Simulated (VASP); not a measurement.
# ZnAu (Pm-3m) in VASP: further runs

Runs on ZnAu. Level: PBEsol. Tasks: single point, relaxation of cell and atoms.

Program: VASP 6.6.1. These are calculated values, not measurements. Logs are shortened: lines on timing, memory, paths and dates and some standing lists are left out, and cuts for length are marked.

### Step 1. The cell of the first run

The structure is cubic, space group Pm-3m (No. 221). The conventional cell has a = 3.128 Å, b = 3.128 Å, c = 3.128 Å, α = 90.00°, β = 90.00°, γ = 90.00°. Within 3.6 Å of Zn (site symmetry m-3m) lie 8 Au at 2.71 Å and 6 Zn at 3.13 Å. Within 3.6 Å of Au (site symmetry m-3m) lie 8 Zn at 2.71 Å and 6 Au at 3.13 Å.

### Step 2. Single point, PBEsol

INCAR reads:

```
ALGO     = Fast           # electronic algorithm
EDIFF    = 1E-7           # SCF threshold, eV
ENCUT    = 520            # plane-wave cutoff, eV
GGA      = PS             # functional
ISIF     = 2              # what is computed and relaxed
ISMEAR   = 0              # smearing method
LASPH    = T              # aspherical terms in the spheres
LCHARG   = T              # write CHGCAR
LELF     = T              # ELF
LREAL    = F              # projectors in reciprocal space
LVHAR    = T            
LWAVE    = F              # write WAVECAR
NBANDS   = 18             # bands
NELM     = 60             # most SCF steps
PREC     = Accurate       # precision mode
SIGMA    = 0.1            # smearing width, eV
```

KPOINTS reads:

```
k-points
0
Gamma
  14 14 14
```

POSCAR reads:

```
ZnAu
1.0
    3.1281748419      0.0000000000      0.0000000000
    0.0000000000      3.1281748419      0.0000000000
    0.0000000000      0.0000000000      3.1281748419
Zn Au
1 1
Direct
    0.5000000000      0.5000000000      0.5000000000
    0.0000000000      0.0000000000      0.0000000000
```

Potentials or basis: VASP PAW PBE potentials, release 64 (Zn, Au).

Launch:

```bash
> cat potpaw_PBE.64/Zn/POTCAR potpaw_PBE.64/Au/POTCAR > POTCAR
> mpirun -np 1 vasp_std > vasp.out
```

OUTCAR:

```text
EDIFF = 1E-7
   ENCUT = 520
   GGA = PS
   ISIF = 2
   ISMEAR = 0
   LASPH = T
   LREAL = F
   NELM = 60
   PREC = Accurate

 ion  position               nearest neighbor table
   1  0.500  0.500  0.500-   2 2.71   2 2.71   2 2.71   2 2.71   2 2.71   2 2.71   2 2.71   2 2.71

   2  0.000  0.000  0.000-   1 2.71   1 2.71   1 2.71   1 2.71   1 2.71   1 2.71   1 2.71   1 2.71

  LATTYP: Found a simple cubic cell.
 ALAT       =     3.1281748419

  Lattice vectors:

 A1 = (   3.1281748419,   0.0000000000,   0.0000000000)
 A2 = (   0.0000000000,   3.1281748419,   0.0000000000)
 A3 = (   0.0000000000,   0.0000000000,   3.1281748419)

Analysis of symmetry for initial positions (statically):
=====================================================================
 Subroutine PRICEL returns:
 Original cell was already a primitive cell.

 Routine SETGRP: Setting up the symmetry group for a
 simple cubic supercell.

 Subroutine GETGRP returns: Found 48 space group operations
 (whereof 48 operations were pure point group operations)
 out of a pool of 48 trial point group operations.

The static configuration has the point symmetry O_h .

Analysis of symmetry for dynamics (positions and initial velocities):
=====================================================================
 Subroutine PRICEL returns:
 Original cell was already a primitive cell.

 Routine SETGRP: Setting up the symmetry group for a
 simple cubic supercell.

 Subroutine GETGRP returns: Found 48 space group operations
 (whereof 48 operations were pure point group operations)
 out of a pool of 48 trial point group operations.

The dynamic configuration has the point symmetry O_h .

 Subroutine INISYM returns: Found 48 space group operations
 (whereof 48 operations are pure point group operations),
 and found     1 'primitive' translations

----------------------------------------------------------------------------------------

                                     Primitive cell

  volume of cell :      30.6107

  direct lattice vectors                    reciprocal lattice vectors
     3.128174842  0.000000000  0.000000000     0.319675226  0.000000000  0.000000000
     0.000000000  3.128174842  0.000000000     0.000000000  0.319675226  0.000000000
     0.000000000  0.000000000  3.128174842     0.000000000  0.000000000  0.319675226

  length of vectors
     3.128174842  3.128174842  3.128174842     0.319675226  0.319675226  0.319675226

  position of ions in fractional coordinates (direct lattice)
     0.500000000  0.500000000  0.500000000
     0.000000000  0.000000000  0.000000000

[... 77 lines left out ...]
   LREAL  =      F    real-space projection
   EDIFFG = 0.1E-05   stopping-criterion for IOM
   NSW    =      0    number of steps for IOM
   IBRION =     -1    ionic relax: 0-MD 1-quasi-New 2-CG
   NFREE  =      0    steps in history (QN), initial steepest desc. (CG)
   ISIF   =      2    stress and relaxation
   ISYM   =      2    0-nonsym 1-usesym 2-fastsym
   POTIM  = 0.5000    time-step for ionic-motion
   TEBEG  =    0.0;   TEEND  =   0.0 temperature during run
   PSTRESS=    0.0 pullay stress
   NELECT =      23.0000    total number of electrons
   NUPDOWN=      -1.0000    fix difference up-down
   EMIN   =  10.00;   EMAX   =-10.00  energy-range for DOS
   EFERMI =   0.00;   METHOD = LEGACY
   ISMEAR =     0;   SIGMA  =   0.10  broadening in eV -4-tet -1-fermi 0-gaus
   EFERMI_NEDOS =   21; number of points for ismear=-14 and -15
   IALGO  =     68    algorithm
   IMIX   =      4    mixing-type and parameters
     AMIX     =   0.40;   BMIX     =  1.00
     AMIX_MAG =   1.60;   BMIX_MAG =  1.00
  volume/ion in A,a.u.               =      15.31       103.29
  Fermi-wavevector in a.u.,A,eV,Ry     =   1.488309  2.812496 30.137769  2.215064
  Thomas-Fermi vector in A             =   2.601360
   LORBIT       =      0    0 simple, 1 ext, 2 COOP (PROOUT), +10 PAW based schemes
   GGA     = PS    functional components
   LHFCALC =     F    Hartree Fock is set to
   AEXX    =    0.0000 exact exchange contribution
   IVDW    =     0    specifies the selected vdW correction
   LEPSILON=     F    determine dielectric tensor
   LRPA    =     F    only Hartree local field effects (RPA)
 non-spin polarized calculation
 RMM-DIIS sequential band-by-band and
 Gauss-broadening in eV      SIGMA  =   0.10
  energy-cutoff  :      520.00
  volume of cell :       30.61
 maximum number of plane-waves:       844
 NGX is ok and might be reduce to    24
   NGX = 11   NGY = 11   NGZ = 11

 number of electron      22.9999974 magnetization

 Free energy of the ion-electron system (eV)
  ---------------------------------------------------
  ext. energy  EPLUGINS =         0.00000000
  ---------------------------------------------------
  free energy    TOTEN  =        -5.95023103 eV

  energy without entropy =       -5.94637298  energy(sigma->0) =       -5.94830200

 E-fermi :   7.1192     XC(G=0): -12.6382

 val. band max:        7.1049154450   @ k =   0.4286   0.4286   0.3571
 cond. band min:       7.1240228234   @ k =   0.5000   0.5000   0.2143
 fundamental gap:      0.0191073784
 Fermi energy:         7.1191713176

 k-point     1 :       0.0000    0.0000    0.0000
  band No.  band energies     occupation
      1      -3.6977      2.00000
      2      -1.0564      2.00000
      3      -1.0564      2.00000
      4      -0.3105      2.00000
      5      -0.3105      2.00000
      6      -0.3105      2.00000
[... 481 lines left out ...]
      5      -0.2904      2.00000
      6       0.0349      2.00000
[... 10 lines left out ...]
     17      21.5870      0.00000
     18      21.9641      0.00000

 [... further k-points ...]

------------------------ aborting loop because EDIFF is reached ----------------------------------------

  FORCE on cell =-STRESS in cart. coord.  units (eV):
  Direction    XX          YY          ZZ          XY          YZ          ZX
  --------------------------------------------------------------------------------------
  -------------------------------------------------------------------------------------
  Total        0.0385039      0.0385039      0.0385039      0.0000000      0.0000000     -0.0000000
  in kB        2.0153122      2.0153122      2.0153122      0.0000000      0.0000000     -0.0000000
  external PRESSURE =       2.0153122 kB  Pullay stress =       0.0000000 kB

 VOLUME and BASIS-vectors are now :
 -----------------------------------------------------------------------------
  energy-cutoff  :      520.00
  volume of cell :       30.61
      direct lattice vectors                 reciprocal lattice vectors
     3.128174842  0.000000000  0.000000000     0.319675226  0.000000000  0.000000000
     0.000000000  3.128174842  0.000000000     0.000000000  0.319675226  0.000000000
     0.000000000  0.000000000  3.128174842     0.000000000  0.000000000  0.319675226

 POSITION                                       TOTAL-FORCE (eV/Angst)
 -----------------------------------------------------------------------------------
      1.56409      1.56409      1.56409         0.000000      0.000000      0.000000
      0.00000      0.00000      0.00000         0.000000      0.000000      0.000000
 -----------------------------------------------------------------------------------
    total drift:                                0.000000      0.000000     -0.000000

  FREE ENERGIE OF THE ION-ELECTRON SYSTEM (eV)
  ---------------------------------------------------
  free  energy   TOTEN  =        -5.9502310291 eV

  energy  without entropy=       -5.9463729785  energy(sigma->0) =       -5.94830200
```

OSZICAR:

```text
N       E                     dE             d eps       ncg     rms          rms(c)
DAV:   1     0.127380270831E+03    0.12738E+03   -0.11521E+04  4512   0.167E+03
DAV:   2    -0.120795818076E+01   -0.12859E+03   -0.12251E+03  4372   0.313E+02
DAV:   3    -0.648382073389E+01   -0.52759E+01   -0.52362E+01  4804   0.681E+01
DAV:   4    -0.652925431066E+01   -0.45434E-01   -0.45419E-01  4710   0.555E+00
DAV:   5    -0.652974164019E+01   -0.48733E-03   -0.48732E-03  4650   0.624E-01    0.917E+00
RMM:   6    -0.598886795086E+01    0.54087E+00   -0.11392E+00  4439   0.955E+00    0.566E+00
RMM:   7    -0.595991576242E+01    0.28952E-01   -0.54052E-02  4786   0.201E+00    0.293E+00
RMM:   8    -0.595077492493E+01    0.91408E-02   -0.86449E-03  4819   0.789E-01    0.173E-01
RMM:   9    -0.595022495233E+01    0.54997E-03   -0.22536E-03  5155   0.519E-01    0.864E-02
RMM:  10    -0.595025699015E+01   -0.32038E-04   -0.51672E-04  4961   0.182E-01    0.774E-02
RMM:  11    -0.595023029161E+01    0.26699E-04   -0.13620E-04  4892   0.984E-02    0.205E-02
RMM:  12    -0.595023248446E+01   -0.21928E-05   -0.26168E-05  5165   0.442E-02    0.156E-02
RMM:  13    -0.595023111773E+01    0.13667E-05   -0.69493E-06  5190   0.224E-02    0.496E-03
RMM:  14    -0.595023107331E+01    0.44424E-07   -0.19714E-06  4996   0.104E-02    0.192E-03
RMM:  15    -0.595023102907E+01    0.44242E-07   -0.31923E-07  3592   0.417E-03
   1 F= -.59502310E+01 E0= -.59483020E+01  d E =-.385805E-02
```

Wall time 41 s (1 thread of AMD EPYC 7R13 (Zen 3), shared host); peak memory 0.16 GiB.

What came out:

```yaml
Free_energy: -5.9502 eV
Pressure: 0.2 GPa
Band_gap_on_the_k_mesh: zero (an odd number of electrons rules out a gap without spin polarisation)
```

Caveat: the PAW data sets were made with another functional, which shifts forces and pressure a little; spin-orbit coupling is left out, which moves the levels of the heavy elements.

### Step 3. Relaxation of cell and atoms, PBEsol

This run uses another cell than the first one, of 16.18 Å³/atom.

INCAR reads:

```
PREC = Accurate
ENCUT = 600
EDIFF = 1E-6
ISMEAR = 0
SIGMA = 0.1
LREAL = F
LASPH = T
NELM = 100
ALGO = Fast
ISIF = 3
LWAVE = F
LCHARG = F
GGA = PS
IBRION = 2
NSW = 70
EDIFFG = -0.005
```

KPOINTS reads:

```
Automatic mesh
0
Gamma
  14 14 14
```

POSCAR reads:

```
ZnAu
1.0
    3.1866969189      0.0000000000      0.0000000000
    0.0000000000      3.1866969189      0.0000000000
    0.0000000000      0.0000000000      3.1866969189
Zn Au
1 1
Direct
    0.5000000000      0.5000000000      0.5000000000
    0.0000000000      0.0000000000      0.0000000000
```

Potentials or basis: VASP PAW PBE potentials, release 64 (Zn, Au).

Launch:

```bash
> cat potpaw_PBE.64/Zn/POTCAR potpaw_PBE.64/Au/POTCAR > POTCAR
> mpirun -np 1 vasp_std > vasp.out
```

Run time: 3 min. Hardware: 1 thread of AMD EPYC 7R13 (Zen 3), shared host; peak memory 0.2 GiB.

It converged, with:

```
Free energy                           : -5.9504 eV
Relaxed volume                        : 15.33 Å³/atom
Relaxed cell                          : a = 3.130 Å, b = 3.130 Å, c = 3.130 Å, α = 90.00°, β = 90.00°, γ = 90.00°
Space group after relaxing (to 0.1 Å) : Pm-3m (No. 221)
Energy gained by relaxing             : 18.7 meV/atom
Ionic steps                           : 6
Pressure after relaxing               : 0.0 GPa
Band gap on the k mesh                : zero (an odd number of electrons rules out a gap without spin polarisation)
```

Step by step:
```csv
step,energy change (eV),largest force (eV/Å),pressure (GPa),volume (Å³)
1,0.0000,0.0000,-6.62,32.36
2,-0.0095,0.0000,7.01,29.33
3,-0.0374,0.0000,-0.19,30.67
4,-0.0374,0.0000,0.17,30.63
5,-0.0374,0.0000,-0.26,30.70
6,-0.0374,0.0000,0.04,30.66
```

Final structure:
```
Zn Au
1.0
     3.12978    0.00000    0.00000
     0.00000    3.12978    0.00000
     0.00000    0.00000    3.12978
Zn Au
1 1
Direct
  0.50000 0.50000 0.50000
  0.00000 0.00000 0.00000
```

Levels at points of the mesh, in eV from the Fermi level:
| k point | band 10 | band 11 | band 12 | band 13 | band 14 | band 15 |
| --- | --- | --- | --- | --- | --- | --- |
| (0.00, 0.00, 0.00) | -3.74 | -3.74 | 5.00 | 5.00 | 5.00 | 9.05 |
| (0.50, 0.00, 0.00) | -4.97 | -3.91 | -2.36 | 10.46 | 11.23 | 11.23 |
| (0.50, 0.50, 0.00) | -3.14 | -2.07 | -2.07 | 0.89 | 2.61 | 10.47 |
| (0.50, 0.50, 0.50) | -3.09 | 1.44 | 3.66 | 3.76 | 3.76 | 3.76 |

Caveat: the PAW data sets were made with another functional, which shifts forces and pressure a little; spin-orbit coupling is left out, which moves the levels of the heavy elements.
